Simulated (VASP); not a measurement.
# Ag (Fm-3m) in VASP: a series of runs

Ag is run at these levels: PBEsol+D4; tasks: single point.

All numbers are computed with VASP 6.6.1; they aren't measurements. Logs are shortened: lines on timing, memory, paths and dates and some standing lists are left out, and cuts for length are marked.

## Step 1: The cell of the first run

Symmetry: Fm-3m, No. 225, cubic system. Conventional cell: a = 4.113 Å, b = 4.113 Å, c = 4.113 Å, α = 90.00°, β = 90.00°, γ = 90.00°. Within 3.8 Å of Ag (site symmetry m-3m) lie 12 Ag at 2.91 Å.

## Step 2: Single point, PBEsol+D4, non-collinear spin, zero start, spin-orbit coupling (volume scaled by 1.02)

File INCAR:

```
SYSTEM = Ag
ALGO = Normal ; EDIFF = 1E-6
ENCUT = 520 ; GGA = PS
GGA_COMPAT = .False. ; ISIF = 2
ISMEAR = 1 ; IVDW = 13
LASPH = .True. ; LCHARG = .False.
LMAXMIX = 4 ; LORBIT = 11
LORBMOM = .True. ; LREAL = .False.
LSORBIT = .True. ; LWAVE = .False.
MAGMOM = 0 0 0 ; NBANDS = 22
NELM = 150 ; PREC = Accurate
SIGMA = 0.1
```

File KPOINTS:

```
k-points
0
Gamma
  8 8 8
  0 0 0
```

File POSCAR:

```
Ag
1.0
    0.0000000000      2.0562785400      2.0562785400
    2.0562785400      0.0000000000      2.0562785400
    2.0562785400      2.0562785400      0.0000000000
Ag
1
Direct
    0.0000000000      0.0000000000      0.0000000000
```

Potentials or basis: VASP PAW PBE potentials, release 64 (Ag).

The run is started by

```console
$ cat potpaw_PBE.64/Ag/POTCAR > POTCAR
$ mpirun -np 1 vasp_ncl > vasp.out
```

OUTCAR:

```text
SYSTEM = Ag
   EDIFF = 1E-6
   ENCUT = 520
   GGA = PS
   ISIF = 2
   ISMEAR = 1
   IVDW = 13
   LASPH = .True.
   LORBIT = 11
   LREAL = .False.
   LSORBIT = .True.
   NELM = 150
   PREC = Accurate

 ion  position               nearest neighbor table
   1  0.000  0.000  0.000-

  LATTYP: Found a face centered cubic cell.
 ALAT       =     4.1125570800

  Lattice vectors:

 A1 = (   0.0000000000,   2.0562785400,   2.0562785400)
 A2 = (   2.0562785400,   0.0000000000,   2.0562785400)
 A3 = (   2.0562785400,   2.0562785400,   0.0000000000)

Analysis of symmetry for initial positions (statically):
=====================================================================
 Subroutine PRICEL returns:
 Original cell was already a primitive cell.

 Routine SETGRP: Setting up the symmetry group for a
 face centered cubic supercell.

 Subroutine GETGRP returns: Found 48 space group operations
 (whereof 48 operations were pure point group operations)
 out of a pool of 48 trial point group operations.

The static configuration has the point symmetry O_h .

Analysis of symmetry for dynamics (positions and initial velocities):
=====================================================================
 Subroutine PRICEL returns:
 Original cell was already a primitive cell.

 Routine SETGRP: Setting up the symmetry group for a
 face centered cubic supercell.

 Subroutine GETGRP returns: Found 48 space group operations
 (whereof 48 operations were pure point group operations)
 out of a pool of 48 trial point group operations.

The dynamic configuration has the point symmetry O_h .

Analysis of structural, dynamic, and magnetic symmetry:
=====================================================================
 Subroutine PRICEL returns:
 Original cell was already a primitive cell.

 Routine SETGRP: Setting up the symmetry group for a
 face centered cubic supercell.

 Subroutine GETGRP returns: Found 48 space group operations
 (whereof 48 operations were pure point group operations)
 out of a pool of 48 trial point group operations.

The overall configuration has the point symmetry O_h .

 Subroutine INISYM returns: Found 48 space group operations
 (whereof 48 operations are pure point group operations),
 and found     1 'primitive' translations

----------------------------------------------------------------------------------------

                                     Primitive cell

  volume of cell :      17.3890

  direct lattice vectors                    reciprocal lattice vectors
     0.000000000  2.056278540  2.056278540    -0.243157719  0.243157719  0.243157719
     2.056278540  0.000000000  2.056278540     0.243157719 -0.243157719  0.243157719
     2.056278540  2.056278540  0.000000000     0.243157719  0.243157719 -0.243157719

  length of vectors
     2.908016999  2.908016999  2.908016999     0.421161524  0.421161524  0.421161524

  position of ions in fractional coordinates (direct lattice)
     0.000000000  0.000000000  0.000000000

  ion indices of the primitive-cell ions
   primitive index   ion index
                 1           1

----------------------------------------------------------------------------------------

 KPOINTS: k-points

Automatic generation of k-mesh.
 Grid dimensions read from file:
 generate k-points for:    8    8    8

 Generating k-lattice:

  Cartesian coordinates                     Fractional coordinates (reciprocal lattice)
    -0.030394715  0.030394715  0.030394715     0.125000000  0.000000000  0.000000000
     0.030394715 -0.030394715  0.030394715     0.000000000  0.125000000  0.000000000
     0.030394715  0.030394715 -0.030394715     0.000000000  0.000000000  0.125000000

  Length of vectors
     0.052645191  0.052645191  0.052645191

  Shift w.r.t. Gamma in fractional coordinates (k-lattice)
     0.000000000  0.000000000  0.000000000

 Subroutine IBZKPT returns following result:
 ===========================================
[... 47 lines left out ...]
   NELM   =    150;   NELMIN=  2; NELMDL= -5     # of ELM steps
   EDIFF  = 0.1E-05   stopping-criterion for ELM
   LREAL  =      F    real-space projection
   EDIFFG = 0.1E-04   stopping-criterion for IOM
   NSW    =      0    number of steps for IOM
   IBRION =     -1    ionic relax: 0-MD 1-quasi-New 2-CG
   NFREE  =      0    steps in history (QN), initial steepest desc. (CG)
   ISIF   =      2    stress and relaxation
   ISYM   =      2    0-nonsym 1-usesym 2-fastsym
   POTIM  = 0.5000    time-step for ionic-motion
   TEBEG  =    0.0;   TEEND  =   0.0 temperature during run
   PSTRESS=    0.0 pullay stress
   NELECT =      11.0000    total number of electrons
   NUPDOWN=      -1.0000    fix difference up-down
   EMIN   =  10.00;   EMAX   =-10.00  energy-range for DOS
   EFERMI =   0.00;   METHOD = LEGACY
   ISMEAR =     1;   SIGMA  =   0.10  broadening in eV -4-tet -1-fermi 0-gaus
   EFERMI_NEDOS =   21; number of points for ismear=-14 and -15
   IALGO  =     38    algorithm
   IMIX   =      4    mixing-type and parameters
     AMIX     =   0.40;   BMIX     =  1.00
     AMIX_MAG =   1.60;   BMIX_MAG =  1.00
  volume/ion in A,a.u.               =      17.39       117.35
  Fermi-wavevector in a.u.,A,eV,Ry     =   1.405337  2.655702 26.871123  1.974972
  Thomas-Fermi vector in A             =   2.527808
   LORBIT       =     11    0 simple, 1 ext, 2 COOP (PROOUT), +10 PAW based schemes
   GGA     = PS    functional components
   LHFCALC =     F    Hartree Fock is set to
   AEXX    =    0.0000 exact exchange contribution
   IVDW    =    13    specifies the selected vdW correction
   LEPSILON=     F    determine dielectric tensor
   LRPA    =     F    only Hartree local field effects (RPA)
 Methfessel and Paxton  Order N= 1 SIGMA  =   0.10
  energy-cutoff  :      520.00
  volume of cell :       17.39
 maximum number of plane-waves:       978
 NGX is ok and might be reduce to    24
   NGX = 11   NGY = 11   NGZ = 11

 number of electron      11.0000000 magnetization       0.0000000      0.0000000      0.0000000

 number of electron      10.9999999 magnetization      -0.0000000      0.0000000     -0.0000000

 number of electron      10.9999999 magnetization       0.0000000     -0.0000000      0.0000000

 Free energy of the ion-electron system (eV)
  ---------------------------------------------------
  ext. energy  EPLUGINS =         0.00000000
  ---------------------------------------------------
  free energy    TOTEN  =        -3.29497715 eV

  energy without entropy =       -3.29386328  energy(sigma->0) =       -3.29460586

 E-fermi :   7.7195     XC(G=0): -12.2951

 val. band max:        7.6726933653   @ k =   0.5000   0.2500   0.1250
 cond. band min:       8.1502214708   @ k =   0.5000   0.3750   0.1250
 fundamental gap:      0.4775281054
 Fermi energy:         7.7195369856

 k-point     1 :       0.0000    0.0000    0.0000
  band No.  band energies     occupation
      1       0.2755      1.00000
      2       0.2755      1.00000
      3       3.0870      1.00000
      4       3.0870      1.00000
      5       3.0870      1.00000
      6       3.0870      1.00000
[... 589 lines left out ...]
     21      30.9300      0.00000
     22      30.9300      0.00000

 [... further k-points ...]

------------------------ aborting loop because EDIFF is reached ----------------------------------------

  DFT-D4 for vdW energy calculation

  Edisp (eV):   -0.32486

  FORCE on cell =-STRESS in cart. coord.  units (eV):
  Direction    XX          YY          ZZ          XY          YZ          ZX
  --------------------------------------------------------------------------------------
  -------------------------------------------------------------------------------------
  Total      -0.77065    -0.77065    -0.77065     0.00000     0.00000    -0.00000
  in kB     -71.00566   -71.00566   -71.00566     0.00000     0.00000    -0.00000
  external pressure =      -71.01 kB  Pullay stress =        0.00 kB

 VOLUME and BASIS-vectors are now :
 -----------------------------------------------------------------------------
  energy-cutoff  :      520.00
  volume of cell :       17.39
      direct lattice vectors                 reciprocal lattice vectors
     0.000000000  2.056278540  2.056278540    -0.243157719  0.243157719  0.243157719
     2.056278540  0.000000000  2.056278540     0.243157719 -0.243157719  0.243157719
     2.056278540  2.056278540  0.000000000     0.243157719  0.243157719 -0.243157719

 POSITION                                       TOTAL-FORCE (eV/Angst)
 -----------------------------------------------------------------------------------
      0.00000      0.00000      0.00000         0.000000      0.000000      0.000000
 -----------------------------------------------------------------------------------
    total drift:                               -0.000000      0.000000     -0.000000

  FREE ENERGIE OF THE ION-ELECTRON SYSTEM (eV)
  ---------------------------------------------------
  free  energy   TOTEN  =        -3.6198404303 eV

  energy  without entropy=       -3.6187265612  energy(sigma->0) =       -3.61946914

 orbital moment (x)

 # of ion     p       d       tot
 ----------------------------------------
  1        -0.000  -0.000  -0.000
 ----------------------------------------
           -0.000  -0.000  -0.000

 orbital moment (y)

 # of ion     p       d       tot
 ----------------------------------------
  1         0.000   0.000   0.000
 ----------------------------------------
            0.000   0.000   0.000

 orbital moment (z)

 # of ion     p       d       tot
 ----------------------------------------
  1         0.000   0.000   0.000
 ----------------------------------------
            0.000   0.000   0.000

 Spin-Orbit-Coupling matrix elements

 Ion:    1  E_soc:     -0.0544092
 l=   1
     0.0000000    -0.0019360    -0.0019360
    -0.0019360     0.0000000    -0.0019360
    -0.0019360    -0.0019360     0.0000000
 l=   2
     0.0000000    -0.0015101     0.0000000    -0.0015101    -0.0056221
    -0.0015101     0.0000000    -0.0042166    -0.0015101    -0.0014055
     0.0000000    -0.0042166     0.0000000    -0.0042166     0.0000000
    -0.0015101    -0.0015101    -0.0042166     0.0000000    -0.0014055
    -0.0056221    -0.0014055     0.0000000    -0.0014055     0.0000000
 l=   3
     0.0000000     0.0000000     0.0000000     0.0000000     0.0000000     0.0000000     0.0000000
     0.0000000     0.0000000     0.0000000     0.0000000     0.0000000     0.0000000     0.0000000
     0.0000000     0.0000000     0.0000000     0.0000000     0.0000000     0.0000000     0.0000000
     0.0000000     0.0000000     0.0000000     0.0000000     0.0000000     0.0000000     0.0000000
     0.0000000     0.0000000     0.0000000     0.0000000     0.0000000     0.0000000     0.0000000
     0.0000000     0.0000000     0.0000000     0.0000000     0.0000000     0.0000000     0.0000000
     0.0000000     0.0000000     0.0000000     0.0000000     0.0000000     0.0000000     0.0000000

 total charge

# of ion       s       p       d       tot
------------------------------------------
    1        0.413   0.288   9.145   9.845

 magnetization (x)

# of ion       s       p       d       tot
------------------------------------------
    1       -0.000   0.000  -0.000  -0.000

 magnetization (y)

# of ion       s       p       d       tot
------------------------------------------
    1        0.000   0.000   0.000   0.000

 magnetization (z)

# of ion       s       p       d       tot
------------------------------------------
    1        0.000   0.000   0.000   0.000
```

Wall time 20 s (1 thread of Intel Xeon Platinum 8259CL at 2.50GHz (Skylake/Cascade Lake), shared host); peak memory 0.2 GiB.

What came out:

```yaml
Free_energy: -3.6198 eV
Pressure: -7.1 GPa
Net_moment: 0.00 μB per cell
Valence_electrons_inside_the_program's_atomic_spheres: Ag 9.85
Dispersion_energy_per_atom: -0.325 eV
```

Moments on the atoms (μB; x, y, z):
```
Ag  0.00 0.00 0.00
```

Caveat: the PAW data sets were made with another functional, which shifts forces and pressure a little.

## Step 3: Single point, PBEsol+D4, non-collinear spin, zero start, spin-orbit coupling (volume scaled by 1.04)

File INCAR:

```
PREC = Accurate
ENCUT = 520
EDIFF = 1E-6
ISMEAR = 1
SIGMA = 0.1
LREAL = False
LASPH = True
NELM = 150
ALGO = Normal
ISIF = 2
LWAVE = False
LCHARG = True
MAGMOM = 0 0 0
LORBIT = 11
LSORBIT = True
GGA_COMPAT = False
LORBMOM = True
LMAXMIX = 4
GGA = PS
IVDW = 13
LVHAR = True
NBANDS = 22
```

File KPOINTS:

```
Automatic mesh
0
Gamma
  8 8 8
```

File POSCAR:

```
Ag
1.0
    0.0000000000      2.0696313722      2.0696313722
    2.0696313722      0.0000000000      2.0696313722
    2.0696313722      2.0696313722      0.0000000000
Ag
1
Direct
    0.0000000000      0.0000000000      0.0000000000
```

Potentials or basis: VASP PAW PBE potentials, release 64 (Ag).

The run is started by

```console
$ cat potpaw_PBE.64/Ag/POTCAR > POTCAR
$ mpirun -np 1 vasp_ncl > vasp.out
```

OUTCAR:

```text
PREC = Accurate
   ENCUT = 520
   EDIFF = 1E-6
   ISMEAR = 1
   LREAL = False
   LASPH = True
   NELM = 150
   ISIF = 2
   LORBIT = 11
   LSORBIT = True
   GGA = PS
   IVDW = 13

 ion  position               nearest neighbor table
   1  0.000  0.000  0.000-

  LATTYP: Found a face centered cubic cell.
 ALAT       =     4.1392627444

  Lattice vectors:

 A1 = (   0.0000000000,   2.0696313722,   2.0696313722)
 A2 = (   2.0696313722,   0.0000000000,   2.0696313722)
 A3 = (   2.0696313722,   2.0696313722,   0.0000000000)

Analysis of symmetry for initial positions (statically):
=====================================================================
 Subroutine PRICEL returns:
 Original cell was already a primitive cell.
[... 850 lines left out ...]
  1         0.000   0.000   0.000
 ----------------------------------------
            0.000   0.000   0.000

 Spin-Orbit-Coupling matrix elements

 Ion:    1  E_soc:     -0.0539397
 l=   1
     0.0000000    -0.0018705    -0.0018705
    -0.0018705     0.0000000    -0.0018705
    -0.0018705    -0.0018705     0.0000000
 l=   2
     0.0000000    -0.0015069     0.0000000    -0.0015069    -0.0056126
    -0.0015069     0.0000000    -0.0042095    -0.0015069    -0.0014032
     0.0000000    -0.0042095     0.0000000    -0.0042095     0.0000000
    -0.0015069    -0.0015069    -0.0042095     0.0000000    -0.0014032
    -0.0056126    -0.0014032     0.0000000    -0.0014032     0.0000000
 l=   3
     0.0000000     0.0000000     0.0000000     0.0000000     0.0000000     0.0000000     0.0000000
     0.0000000     0.0000000     0.0000000     0.0000000     0.0000000     0.0000000     0.0000000
     0.0000000     0.0000000     0.0000000     0.0000000     0.0000000     0.0000000     0.0000000
     0.0000000     0.0000000     0.0000000     0.0000000     0.0000000     0.0000000     0.0000000
     0.0000000     0.0000000     0.0000000     0.0000000     0.0000000     0.0000000     0.0000000
     0.0000000     0.0000000     0.0000000     0.0000000     0.0000000     0.0000000     0.0000000
     0.0000000     0.0000000     0.0000000     0.0000000     0.0000000     0.0000000     0.0000000

 total charge

# of ion       s       p       d       tot
------------------------------------------
    1        0.406   0.277   9.144   9.827

 magnetization (x)

# of ion       s       p       d       tot
------------------------------------------
    1        0.000   0.000   0.000   0.000

 magnetization (y)

# of ion       s       p       d       tot
------------------------------------------
    1        0.000   0.000  -0.000   0.000

 magnetization (z)

# of ion       s       p       d       tot
------------------------------------------
    1        0.000   0.000   0.000   0.000
```

OSZICAR:

```text
N       E                     dE             d eps       ncg     rms          rms(c)
DAV:   1     0.679957924974E+02    0.67996E+02   -0.55057E+03  1276   0.976E+02
DAV:   2    -0.197797216390E+01   -0.69974E+02   -0.64696E+02  1456   0.243E+02
DAV:   3    -0.361336162692E+01   -0.16354E+01   -0.16297E+01  1486   0.396E+01
DAV:   4    -0.361932586792E+01   -0.59642E-02   -0.59638E-02  1420   0.246E+00
DAV:   5    -0.361938466913E+01   -0.58801E-04   -0.58800E-04  1462   0.245E-01    0.519E+00
DAV:   6    -0.329585568141E+01    0.32353E+00   -0.63043E-01  1366   0.112E+01    0.315E+00
DAV:   7    -0.328775037964E+01    0.81053E-02   -0.73289E-03  1444   0.101E+00    0.183E+00
DAV:   8    -0.328416650699E+01    0.35839E-02   -0.45947E-04  1386   0.222E-01    0.314E-01
DAV:   9    -0.328417176585E+01   -0.52589E-05   -0.92092E-06  1488   0.241E-02    0.436E-02
DAV:  10    -0.328417730637E+01   -0.55405E-05   -0.68060E-07  1122   0.980E-03    0.219E-02
DAV:  11    -0.328417797821E+01   -0.67184E-06   -0.80299E-07  1250   0.104E-02
   1 F= -.36031457E+01 E0= -.36027879E+01  d E =-.107336E-02  mag=    -0.0000     0.0000     0.0000
```

stdout:

```text
POSCAR found type information on POSCAR Ag
 POSCAR found :  1 types and       1 ions
 scaLAPACK will be used
 -----------------------------------------------------------------------------
|                                                                             |
|                                                                             |
|     You enforced a specific xc type in the INCAR file but a different       |
|     I HOPE YOU KNOW WHAT YOU ARE DOING!                                     |
|                                                                             |
 -----------------------------------------------------------------------------

 LDA part: xc-table for (Slater+PW92), standard interpolation
 POSCAR, INCAR and KPOINTS ok, starting setup
 FFT: planning ... GRIDC
 FFT: planning ... GRID_SOFT
 FFT: planning ... GRID
 WAVECAR not read
 entering main loop
```

Run time: 24 s. Hardware: 1 thread of Intel Xeon Platinum 8259CL at 2.50GHz (Skylake/Cascade Lake), shared host; peak memory 0.2 GiB.

What came out:

```
Free energy                                           : -3.6031 eV
Pressure                                              : -8.7 GPa
Net moment                                            : 0.00 μB per cell
Valence electrons inside the program's atomic spheres : Ag 9.83
Dispersion energy per atom                            : -0.319 eV
```

Moments on the atoms (μB; x, y, z):
```
Ag  0.00 0.00 0.00
```

Caveat: the PAW data sets were made with another functional, which shifts forces and pressure a little.

## Step 4: Single point, PBEsol+D4, non-collinear spin, zero start, spin-orbit coupling (volume scaled by 1.06)

File INCAR:

```
SYSTEM = Ag
  PREC = Accurate
  ENCUT = 520
  EDIFF = 1E-6
  ISMEAR = 1
  SIGMA = 0.1
  LREAL = .False.
  LASPH = .True.
  NELM = 150
  ALGO = Fast
  ISIF = 2
  LWAVE = .False.
  LCHARG = .True.
  MAGMOM = 0 0 0
  LORBIT = 11
  LSORBIT = .True.
  GGA_COMPAT = .False.
  LORBMOM = .True.
  LMAXMIX = 4
  GGA = PS
  IVDW = 13
  LVHAR = .True.
  NBANDS = 22
```

File KPOINTS:

```
regular mesh
0
Gamma
  8 8 8
  0 0 0
```

File POSCAR:

```
Ag
1.0
    0.0000000000      2.0828140930      2.0828140930
    2.0828140930      0.0000000000      2.0828140930
    2.0828140930      2.0828140930      0.0000000000
Ag
1
Direct
    0.0000000000      0.0000000000      0.0000000000
```

The run is started by

```console
$ cat potpaw_PBE.64/Ag/POTCAR > POTCAR
$ mpirun -np 1 vasp_ncl > vasp.out
```

It took 33 s on 1 thread of Intel Xeon Platinum 8259CL at 2.50GHz (Skylake/Cascade Lake), shared host; peak memory 0.19 GiB.

Results (log left out):

```
Free energy                                           : -3.5833 eV
Pressure                                              : -10.0 GPa
Net moment                                            : 0.00 μB per cell
Valence electrons inside the program's atomic spheres : Ag 9.81
Dispersion energy per atom                            : -0.313 eV
```

Moments on the atoms (μB; x, y, z):
```
Ag  0.00 0.00 0.00
```

Caveat: the PAW data sets were made with another functional, which shifts forces and pressure a little.

## Step 5: Summary

```tsv
cell	pressure (GPa)	moment (μB)
a = 2.908 Å, angles 60.0°, 1 atom	-7.1	0.00
a = 2.927 Å, angles 60.0°, 1 atom	-8.7	0.00
a = 2.946 Å, angles 60.0°, 1 atom	-10.0	0.00
```

Alike in all rows: task single point; level PBEsol+D4; potentials or basis VASP PAW PBE potentials, release 64 (Ag); spin non-collinear, zero start, SOC; k mesh 8 × 8 × 8; cutoff (eV) 520; smearing methfessel-paxton 0.1 eV.

Caveats: the PAW data sets were made with another functional, which shifts forces and pressure a little.

Absolute energies hang on the potentials; compare differences alone.
